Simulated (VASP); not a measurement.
Write the native input for VASP 6.6.1 that does the following.

```yaml
Task: single point
Functional: PBE
Potentials_or_basis: VASP PAW PBE potentials, release 64 (Ti_sv, C)
Cutoff: 520 eV
k_mesh: 6 × 6 × 4
Occupations: gaussian, width 0.1 eV
Spin: no spin polarisation
Dipole_correction: no
Further_INCAR_settings: ALGO = Normal; EDIFF = 1e-06; NBANDS = 41
```

The structure of Ti5C lies in POSCAR:

```
Ti5C
1.0
    5.4385208184     -0.0000000031      0.0000000000
   -2.7192604065      4.7098971893      0.0000000000
    0.0000000000      0.0000000000      3.5119227291
Ti C
5 1
Direct
    0.0000000000      0.2761747062      0.0000000000
    0.7238252938      0.7238252938      0.0000000000
    0.2761747062      0.0000000000      0.0000000000
    0.6666666667      0.3333333333      0.5000000000
    0.3333333333      0.6666666667      0.5000000000
    0.0000000000      0.0000000000      0.5000000000
```

The cell was built from a structure type or drawn by symmetry, and may not be a known phase.

These files were run (other wordings do the same):

INCAR

```
SYSTEM = Ti5C
PREC = Accurate
ENCUT = 520
EDIFF = 1E-6
ISMEAR = 0
SIGMA = 0.1
LREAL = .FALSE.
LASPH = .TRUE.
NELM = 60
ALGO = Normal
ISIF = 2
LWAVE = .FALSE.
LCHARG = .FALSE.
GGA = PE
NBANDS = 41
```

KPOINTS

```
Automatic mesh
0
G
  6 6 4
  0 0 0
```

Potentials or basis: VASP PAW PBE potentials, release 64 (Ti_sv, C).

The run is started by

```sh
$ cat potpaw_PBE.64/Ti_sv/POTCAR potpaw_PBE.64/C/POTCAR > POTCAR
$ mpirun -np 1 vasp_std > vasp.out
```

It gave:

| Property | Result |
| --- | --- |
| Pressure | 0.1 GPa |
| Largest force | 0.006 eV/Å |
| Band gap on the k mesh | zero (bands 32 and 33 overlap by 0.40 eV) |

Caveat: the k points lie up to 0.45 Å⁻¹ apart.

It took 2.7 min on 1 thread of Intel Xeon 8259CL, on a shared host, peak memory 0.23 GiB.
